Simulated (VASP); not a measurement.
# MgI2 (Fm-3m) in VASP: settings compared

Aim: see how the results for MgI2 move with the level of theory and the settings. Levels: PBE, LDA, PBEsol. Tasks: single point.

All numbers are computed with VASP 6.6.1; they aren't measurements. Logs are shortened: lines on timing, memory, paths and dates and some standing lists are left out, and cuts for length are marked.

### 1 The cell of the first run

It takes space group Fm-3m (No. 225, cubic). The conventional cell has a = 7.511 Å, b = 7.511 Å, c = 7.511 Å, α = 90.00°, β = 90.00°, γ = 90.00°. Within 4.3 Å of Mg (site symmetry m-3m) lie 8 I at 3.25 Å. Within 4.3 Å of I (site symmetry -43m) lie 4 Mg at 3.25 Å and 6 I at 3.76 Å.

### 2 Single point, PBE

File INCAR:

```
SYSTEM = MgI2
ALGO = Normal
EDIFF = 1E-6
ENCUT = 520
GGA = PE
ISIF = 2
ISMEAR = 0
LASPH = .True.
LCHARG = .True.
LELF = .True.
LREAL = .False.
LVHAR = .True.
LWAVE = .False.
NBANDS = 15
NELM = 60
PREC = Accurate
SIGMA = 0.01
```

File KPOINTS:

```
k-points
0
Gamma
  4 4 4
  0 0 0
```

File POSCAR:

```
MgI2
1.0
    0.0000000000      3.7557205824      3.7557205824
    3.7557205824      0.0000000000      3.7557205824
    3.7557205824      3.7557205824      0.0000000000
Mg I
1 2
Direct
    0.0000000000      0.0000000000      0.0000000000
    0.2500000000      0.2500000000      0.2500000000
    0.7500000000      0.7500000000      0.7500000000
```

Potentials or basis: VASP PAW PBE potentials, release 64 (Mg, I).

Run with:

```console
> cat potpaw_PBE.64/Mg/POTCAR potpaw_PBE.64/I/POTCAR > POTCAR
> mpirun -np 1 vasp_std > vasp.out
```

OUTCAR:

```text
SYSTEM = MgI2
   EDIFF = 1E-6
   ENCUT = 520
   GGA = PE
   ISIF = 2
   ISMEAR = 0
   LASPH = .True.
   LREAL = .False.
   NELM = 60
   PREC = Accurate

 ion  position               nearest neighbor table
   1  0.000  0.000  0.000-   3 3.25   3 3.25   3 3.25   2 3.25   3 3.25   2 3.25   2 3.25   2 3.25

   2  0.250  0.250  0.250-   1 3.25   1 3.25   1 3.25   1 3.25
   3  0.750  0.750  0.750-   1 3.25   1 3.25   1 3.25   1 3.25

  LATTYP: Found a face centered cubic cell.
 ALAT       =     7.5114411648

  Lattice vectors:

 A1 = (   0.0000000000,   3.7557205824,   3.7557205824)
 A2 = (   3.7557205824,   0.0000000000,   3.7557205824)
 A3 = (   3.7557205824,   3.7557205824,   0.0000000000)

Analysis of symmetry for initial positions (statically):
=====================================================================
 Subroutine PRICEL returns:
 Original cell was already a primitive cell.

 Routine SETGRP: Setting up the symmetry group for a
 face centered cubic supercell.

 Subroutine GETGRP returns: Found 48 space group operations
 (whereof 48 operations were pure point group operations)
 out of a pool of 48 trial point group operations.

The static configuration has the point symmetry O_h .

Analysis of symmetry for dynamics (positions and initial velocities):
=====================================================================
 Subroutine PRICEL returns:
 Original cell was already a primitive cell.

 Routine SETGRP: Setting up the symmetry group for a
 face centered cubic supercell.

 Subroutine GETGRP returns: Found 48 space group operations
 (whereof 48 operations were pure point group operations)
 out of a pool of 48 trial point group operations.

The dynamic configuration has the point symmetry O_h .

 Subroutine INISYM returns: Found 48 space group operations
 (whereof 48 operations are pure point group operations),
 and found     1 'primitive' translations

----------------------------------------------------------------------------------------

                                     Primitive cell

  volume of cell :     105.9522

  direct lattice vectors                    reciprocal lattice vectors
     0.000000000  3.755720582  3.755720582    -0.133130245  0.133130245  0.133130245
     3.755720582  0.000000000  3.755720582     0.133130245 -0.133130245  0.133130245
     3.755720582  3.755720582  0.000000000     0.133130245  0.133130245 -0.133130245

  length of vectors
     5.311390984  5.311390984  5.311390984     0.230588348  0.230588348  0.230588348

  position of ions in fractional coordinates (direct lattice)
     0.000000000  0.000000000  0.000000000
     0.250000000  0.250000000  0.250000000
     0.750000000  0.750000000  0.750000000

  ion indices of the primitive-cell ions
   primitive index   ion index
                 1           1
                 2           2
                 3           3

----------------------------------------------------------------------------------------

 KPOINTS: k-points

Automatic generation of k-mesh.
 Grid dimensions read from file:
 generate k-points for:    4    4    4

 Generating k-lattice:

  Cartesian coordinates                     Fractional coordinates (reciprocal lattice)
    -0.033282561  0.033282561  0.033282561     0.250000000  0.000000000  0.000000000
     0.033282561 -0.033282561  0.033282561     0.000000000  0.250000000  0.000000000
     0.033282561  0.033282561 -0.033282561     0.000000000  0.000000000  0.250000000

  Length of vectors
     0.057647087  0.057647087  0.057647087

  Shift w.r.t. Gamma in fractional coordinates (k-lattice)
     0.000000000  0.000000000  0.000000000

 Subroutine IBZKPT returns following result:
 ===========================================

 Found      8 irreducible k-points:

 Following reciprocal coordinates:
            Coordinates               Weight
  0.000000  0.000000  0.000000      1.000000
  0.250000  0.000000  0.000000      8.000000
  0.500000  0.000000  0.000000      4.000000
  0.250000  0.250000  0.000000      6.000000
  0.500000  0.250000  0.000000     24.000000
 -0.250000  0.250000  0.000000     12.000000
  0.500000  0.500000  0.000000      3.000000
 -0.250000  0.500000  0.250000      6.000000
   k-points           NKPTS =      8   k-points in BZ     NKDIM =      8   number of bands    NBANDS=     15
   number of dos      NEDOS =    301   number of ions     NIONS =      3
   total plane-waves  NPLWV =  64000
   dimension x,y,z NGX =    40 NGY =   40 NGZ =   40
   dimension x,y,z NGXF=    80 NGYF=   80 NGZF=   80
   ions per type =               1   2
   NGX,Y,Z   is equivalent  to a cutoff of  12.52, 12.52, 12.52 a.u.
   NGXF,Y,Z  is equivalent  to a cutoff of  25.04, 25.04, 25.04 a.u.
 SYSTEM =  MgI2
   PREC   = accura    normal or accurate (medium, high low for compatibility)
   ISTART =      0    job   : 0-new  1-cont  2-samecut
   ICHARG =      2    charge: 1-file 2-atom 10-const
   ISPIN  =      1    spin polarized calculation?
   LNONCOLLINEAR =      F non collinear calculations
   LSORBIT =      F    spin-orbit coupling
   LASPH  =      T    aspherical Exc in radial PAW
   ENCUT  =  520.0 eV  38.22 Ry    6.18 a.u.   9.88  9.88  9.88*2*pi/ulx,y,z
   NELM   =     60;   NELMIN=  2; NELMDL= -5     # of ELM steps
   EDIFF  = 0.1E-05   stopping-criterion for ELM
   LREAL  =      F    real-space projection
   EDIFFG = 0.1E-04   stopping-criterion for IOM
   NSW    =      0    number of steps for IOM
   IBRION =     -1    ionic relax: 0-MD 1-quasi-New 2-CG
   NFREE  =      0    steps in history (QN), initial steepest desc. (CG)
   ISIF   =      2    stress and relaxation
   ISYM   =      2    0-nonsym 1-usesym 2-fastsym
   POTIM  = 0.5000    time-step for ionic-motion
   TEBEG  =    0.0;   TEEND  =   0.0 temperature during run
   PSTRESS=    0.0 pullay stress
   NELECT =      16.0000    total number of electrons
   NUPDOWN=      -1.0000    fix difference up-down
   EMIN   =  10.00;   EMAX   =-10.00  energy-range for DOS
   EFERMI =   0.00;   METHOD = LEGACY
   ISMEAR =     0;   SIGMA  =   0.01  broadening in eV -4-tet -1-fermi 0-gaus
   EFERMI_NEDOS =   21; number of points for ismear=-14 and -15
   IALGO  =     38    algorithm
   IMIX   =      4    mixing-type and parameters
     AMIX     =   0.40;   BMIX     =  1.00
     AMIX_MAG =   1.60;   BMIX_MAG =  1.00
  volume/ion in A,a.u.               =      35.32       238.33
  Fermi-wavevector in a.u.,A,eV,Ry     =   0.871789  1.647443 10.340654  0.760017
  Thomas-Fermi vector in A             =   1.990947
   LORBIT       =      0    0 simple, 1 ext, 2 COOP (PROOUT), +10 PAW based schemes
   GGA     = PE    functional components
   LHFCALC =     F    Hartree Fock is set to
   AEXX    =    0.0000 exact exchange contribution
   IVDW    =     0    specifies the selected vdW correction
   LEPSILON=     F    determine dielectric tensor
   LRPA    =     F    only Hartree local field effects (RPA)
 non-spin polarized calculation
 Gauss-broadening in eV      SIGMA  =   0.01
  energy-cutoff  :      520.00
  volume of cell :      105.95
 maximum number of plane-waves:      2884
   NGX = 19   NGY = 19   NGZ = 19

 number of electron      16.0000001 magnetization

 Free energy of the ion-electron system (eV)
  ---------------------------------------------------
  ext. energy  EPLUGINS =         0.00000000
  ---------------------------------------------------
  free energy    TOTEN  =        -6.39771400 eV

  energy without entropy =       -6.39771400  energy(sigma->0) =       -6.39771400

 E-fermi :   3.3568     XC(G=0):  -8.1185

 val. band max:        3.2647197823   @ k =   0.5000   0.5000   0.0000
 cond. band min:       3.8429752400   @ k =   0.0000   0.0000   0.0000
 fundamental gap:      0.5782554576
 Fermi energy:         3.3567557165

 k-point     1 :       0.0000    0.0000    0.0000
  band No.  band energies     occupation
      1      -9.6721      2.00000
      2      -8.1103      2.00000
      3       0.3077      2.00000
      4       0.3077      2.00000
      5       0.3077      2.00000
      6       2.1551      2.00000
      7       2.1551      2.00000
      8       2.1551      2.00000
      9       3.8430      0.00000
     10       6.3714      0.00000
     11       6.3714      0.00000
     12       6.3714      0.00000
     13       8.4427      0.00000
     14       8.4427      0.00000
     15       9.8339      0.00000

 k-point     2 :       0.2500    0.0000    0.0000
  band No.  band energies     occupation
      1      -9.4542      2.00000
      2      -8.3494      2.00000
      3       0.1511      2.00000
      4       0.4234      2.00000
      5       0.4234      2.00000
      6       1.1218      2.00000
      7       1.6661      2.00000
      8       1.6661      2.00000
      9       5.2048      0.00000
     10       7.0358      0.00000
     11       7.0358      0.00000
     12       7.1818      0.00000
     13       9.5685      0.00000
     14       9.5685      0.00000
     15      11.0594      0.00000

 k-point     3 :       0.5000    0.0000    0.0000
  band No.  band energies     occupation
      1      -8.9192      2.00000
      2      -8.9053      2.00000
      3      -0.1321      2.00000
      4       0.7310      2.00000
      5       0.7615      2.00000
      6       0.7615      2.00000
      7       1.0080      2.00000
      8       1.0080      2.00000
      9       5.9156      0.00000
     10       8.3275      0.00000
     11       8.3275      0.00000
     12       9.2271      0.00000
     13       9.8821      0.00000
     14       9.8821      0.00000
     15      10.2995      0.00000
[... 55 lines left out ...]
 k-point     7 :       0.5000    0.5000    0.0000
  band No.  band energies     occupation
      1      -9.1015      2.00000
      2      -8.5909      2.00000
      3      -1.5753      2.00000
      4      -0.4834      2.00000
      5      -0.4834      2.00000
      6       2.7660      2.00000
      7       2.7660      2.00000
      8       3.2647      2.00000
      9       4.3204      0.00000
     10       7.3478      0.00000
     11       9.6775      0.00000
     12       9.6775      0.00000
     13       9.7447      0.00000
     14      10.1134      0.00000
     15      10.4892      0.00000

 k-point     8 :      -0.2500    0.5000    0.2500
  band No.  band energies     occupation
      1      -8.8636      2.00000
      2      -8.8636      2.00000
      3      -1.3857      2.00000
      4      -0.8007      2.00000
      5       0.8319      2.00000
      6       0.8319      2.00000
      7       2.9339      2.00000
      8       3.0698      2.00000
      9       5.1562      0.00000
     10       7.4175      0.00000
     11       8.6679      0.00000
     12       8.6679      0.00000
     13      10.8573      0.00000
     14      11.1073      0.00000
     15      11.1073      0.00000

------------------------ aborting loop because EDIFF is reached ----------------------------------------

  FORCE on cell =-STRESS in cart. coord.  units (eV):
  Direction    XX          YY          ZZ          XY          YZ          ZX
  --------------------------------------------------------------------------------------
  -------------------------------------------------------------------------------------
  Total        0.1092913      0.1092913      0.1092913     -0.0000000      0.0000000      0.0000000
  in kB        1.6526703      1.6526703      1.6526703     -0.0000000      0.0000000      0.0000000
  external PRESSURE =       1.6526703 kB  Pullay stress =       0.0000000 kB

 VOLUME and BASIS-vectors are now :
 -----------------------------------------------------------------------------
  energy-cutoff  :      520.00
  volume of cell :      105.95
      direct lattice vectors                 reciprocal lattice vectors
     0.000000000  3.755720582  3.755720582    -0.133130245  0.133130245  0.133130245
     3.755720582  0.000000000  3.755720582     0.133130245 -0.133130245  0.133130245
     3.755720582  3.755720582  0.000000000     0.133130245  0.133130245 -0.133130245

 POSITION                                       TOTAL-FORCE (eV/Angst)
 -----------------------------------------------------------------------------------
      0.00000      0.00000      0.00000         0.000000     -0.000000      0.000000
      1.87786      1.87786      1.87786        -0.000000      0.000000     -0.000000
      5.63358      5.63358      5.63358        -0.000000     -0.000000      0.000000
 -----------------------------------------------------------------------------------
    total drift:                                0.000000     -0.000000      0.000000

  FREE ENERGIE OF THE ION-ELECTRON SYSTEM (eV)
  ---------------------------------------------------
  free  energy   TOTEN  =        -6.3977140004 eV

  energy  without entropy=       -6.3977140004  energy(sigma->0) =       -6.39771400
```

Wall time 18 s (1 thread of Intel Xeon Platinum 8488C (Sapphire Rapids), shared host); peak memory 0.23 GiB.

What came out:

```
Free energy            : -6.3977 eV
Pressure               : 0.2 GPa
Band gap on the k mesh : 0.58 eV (least direct gap 1.06 eV)
```

Caveat: spin-orbit coupling is left out, which moves the levels of the heavy elements. A k mesh can miss the band edges.

[end of part 1 of 2]
